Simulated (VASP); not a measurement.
Wanted: the native input for a VASP 6.6.1 run.

* Task: relaxation of cell and atoms
* Functional: PBE
* Potentials or basis: VASP PAW PBE potentials, release 64 (Fe, Pt)
* Cutoff: 600 eV
* k mesh: 6 × 6 × 2
* Occupations: gaussian, width 0.1 eV
* Spin: collinear spin, antiferromagnetic start
* Starting moments: [-4.0, 4.0, 0.0, 0.0, 0.0, 0.0] μB
* Dipole correction: no
* Further INCAR settings: ALGO = Fast; EDIFF = 1e-06; IBRION = 2; EDIFFG = -0.04; NSW = 90; ISIF = 3

The structure of FePt2 lies in POSCAR:

```
FePt2
1.0
    2.7530733400      0.0000000000      0.0000000000
   -1.3765366700      2.3842314500      0.0000000000
    0.0000000000      0.0000000000     13.2641703600
Fe Pt
2 4
Direct
    0.3333333300      0.6666666700      0.0833333300
    0.6666666700      0.3333333300      0.9166666700
    0.3333333300      0.6666666700      0.4166666700
    0.3333333300      0.6666666700      0.7500000000
    0.6666666700      0.3333333300      0.2500000000
    0.6666666700      0.3333333300      0.5833333300
```

The input as run:

INCAR

```
SYSTEM = FePt2
PREC = Accurate
ENCUT = 600
EDIFF = 1E-6
ISMEAR = 0
SIGMA = 0.1
LREAL = .FALSE.
LASPH = .TRUE.
NELM = 150
ALGO = Fast
ISIF = 3
LWAVE = .FALSE.
LCHARG = .FALSE.
ISPIN = 2
MAGMOM = -4 4 0 0 0 0
LORBIT = 11
LMAXMIX = 4
GGA = PE
IBRION = 2
NSW = 90
EDIFFG = -0.04
```

KPOINTS

```
regular mesh
0
G
  6 6 2
  0 0 0
```

Potentials or basis: VASP PAW PBE potentials, release 64 (Fe, Pt).

Run with:

```bash
$ cat potpaw_PBE.64/Fe/POTCAR potpaw_PBE.64/Pt/POTCAR > POTCAR
$ mpirun -np 1 vasp_std > vasp.out
```

It gave:

| Item | Value |
| --- | --- |
| Relaxed volume | 14.51 Å³/atom |
| Relaxed cell | a = 2.728 Å, b = 2.728 Å, c = 13.510 Å, α = 90.00°, β = 90.00°, γ = 120.00° |
| Space group after relaxing (to 0.1 Å) | P-3m1 (No. 164) |
| Energy gained by relaxing | 106.3 meV/atom |
| Ionic steps | 13 |
| Pressure after relaxing | -0.2 GPa |
| Largest force after relaxing | 0.024 eV/Å |
| Band gap on the k mesh | zero (filled and empty bands overlap) |
| Net moment | 0.00 μB per cell |
| Site moments | Fe -2.59, +2.59; Pt -0.01, +0.20, -0.20, +0.01 μB |
| Valence electrons inside the program's atomic spheres | Fe 7.03; Pt 9.25, 9.33 (each value once) |

Caveat: the k points lie up to 0.44 Å⁻¹ apart in the final cell, too coarse for converged energies and pressures of a metal; the antiferromagnetic order is the one typed at the start, and another may lie lower; spin-orbit coupling is left out, which moves the levels of the heavy elements.

Run time: 39 min on 1 thread of Intel Xeon 8259CL, on a shared host, peak memory 0.34 GiB.
